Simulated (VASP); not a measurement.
Set up this calculation in VASP 6.6.1, as the native input.

* Task: single point
* Functional: PBEsol
* Dispersion: D4
* Potentials or basis: VASP PAW PBE potentials, release 64 (In_d, Se)
* Cutoff: 520 eV
* k mesh: 8 × 8 × 8
* Occupations: fermi-dirac, width 0.05 eV
* Spin: no spin polarisation
* Dipole correction: no
* Further INCAR settings: ALGO = Normal; EDIFF = 1e-06; NBANDS = 27

The structure of InSe lies in POSCAR:

```
InSe
1.0
    1.9900947961      1.1489817662      8.1584314334
   -1.9900947961      1.1489817662      8.1584314334
    0.0000000000     -2.2979635324      8.1584314334
In Se
2 2
Direct
    0.8879388469      0.8879388469      0.8879388469
    0.0006940494      0.0006940494      0.0006940494
    0.1688662941      0.1688662941      0.1688662941
    0.3865008096      0.3865008096      0.3865008096
```

These files were run (other wordings do the same):

INCAR

```
SYSTEM = InSe
PREC = Accurate
ENCUT = 520
EDIFF = 1E-6
ISMEAR = -1
SIGMA = 0.05
LREAL = .FALSE.
LASPH = .TRUE.
NELM = 60
ALGO = Normal
ISIF = 2
LWAVE = .FALSE.
LCHARG = .FALSE.
GGA = PS
IVDW = 13
NBANDS = 27
```

KPOINTS

```
Automatic mesh
0
G
  8 8 8
  0 0 0
```

Potentials or basis: VASP PAW PBE potentials, release 64 (In_d, Se).

Run with:

```sh
$ cat potpaw_PBE.64/In_d/POTCAR potpaw_PBE.64/Se/POTCAR > POTCAR
$ mpirun -np 1 vasp_std > vasp.out
```

It gave:

- Pressure: 0.1 GPa
- Largest force: 0.021 eV/Å
- Band gap on the k mesh: 0.30 eV
- Dispersion energy per atom: -0.198 eV

Caveat: the PAW data sets were made with another functional, which shifts forces and pressure a little; spin-orbit coupling is left out, which moves the levels of the heavy elements.

Wall time 5.1 min on 1 thread of Intel(R) Xeon(R) 6975P-C (Granite Rapids) (shared host), peak memory 0.63 GiB.
